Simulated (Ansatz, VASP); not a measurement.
## MoS2: VASP beside Ansatz

File INCAR:

```
ALGO = Normal ; DIPOL = 0.5 0.5 0.500
EDIFF = 1E-7 ; EDIFFG = -0.004
ENCUT = 520 ; GGA = PE
IBRION = 2 ; IDIPOL = 3
ISIF = 2 ; ISMEAR = 0
IVDW = 12 ; LASPH = True
LCHARG = False ; LDIPOL = True
LREAL = False ; LWAVE = False
NELM = 100 ; NSW = 100
PREC = Accurate ; SIGMA = 0.02
```

File KPOINTS:

```
k-points
0
Gamma
  12 12 1
```

Contents of POSCAR:

```
MoS2
1.0
    3.1916000000      0.0000000000      0.0000000000
   -1.5958000000      2.7640066787      0.0000000000
    0.0000000000      0.0000000000     33.4240000000
S Mo
6 3
Direct
    0.6666666667      0.3333333333      0.2692675921
    0.6666666667      0.3333333333      0.3629128770
    0.3333333333      0.6666666667      0.4531773576
    0.3333333333      0.6666666667      0.5468226424
    0.6666666667      0.3333333333      0.6370871230
    0.6666666667      0.3333333333      0.7307324079
    0.3333333333      0.6666666667      0.3160902346
    0.6666666667      0.3333333333      0.5000000000
    0.3333333333      0.6666666667      0.6839097654
```

Input for Ansatz:

```yaml
crystal:
  lattice:
    - [3.1916, 0.0, 0.0]
    - [-1.5958, 2.7640066787, 0.0]
    - [0.0, 0.0, 33.424]
  atoms:
    - { symbol: S, position: [0.6666666667, 0.3333333333, 0.2692675921] }
    - { symbol: Mo, position: [0.3333333333, 0.6666666667, 0.3160902346] }
    - { symbol: S, position: [0.6666666667, 0.3333333333, 0.362912877] }
    - { symbol: S, position: [0.3333333333, 0.6666666667, 0.4531773576] }
    - { symbol: Mo, position: [0.6666666667, 0.3333333333, 0.5] }
    - { symbol: S, position: [0.3333333333, 0.6666666667, 0.5468226424] }
    - { symbol: S, position: [0.6666666667, 0.3333333333, 0.637087123] }
    - { symbol: Mo, position: [0.3333333333, 0.6666666667, 0.6839097654] }
    - { symbol: S, position: [0.6666666667, 0.3333333333, 0.7307324079] }
  periodic: [true, true, false]
scf:
  occupations: { method: gaussian, width: 0.02 }
  n_extra_bands: 6
output:
  forces: true
  stress: false
  write_density: true
  write_potential: true
  elf: true
  volumetric_format: npy
kpoints:
  mp_grid: { grid: [12, 12, 1] }
hamiltonian:
  xc: pbe
  dispersion: d3bj
relax:
  f_tol: 0.004
  max_steps: 100
```

Alike in both runs: task relaxation of the atoms; functional PBE; dispersion D3(BJ); k mesh 12 × 12 × 1; occupations gaussian, width 0.02 eV; no spin polarisation.

```csv
,VASP,Ansatz
version,VASP 6.6.1,Ansatz 0.2.0
potentials or method,"VASP PAW PBE potentials, release 64 (S, Mo_sv)","scalar-relativistic, plane waves, PAW"
plane-wave cutoff (eV),520,420
valence electrons in the cell,78,78
```

Ansatz gave:

```
gap on the k mesh at the Fermi level, each at its own relaxed structure (eV) : 0.89
```

Estimate VASP's values.

gap on the k mesh at the Fermi level, each at its own relaxed structure (eV): 0.90.

Ansatz's warnings: slab cell height set.
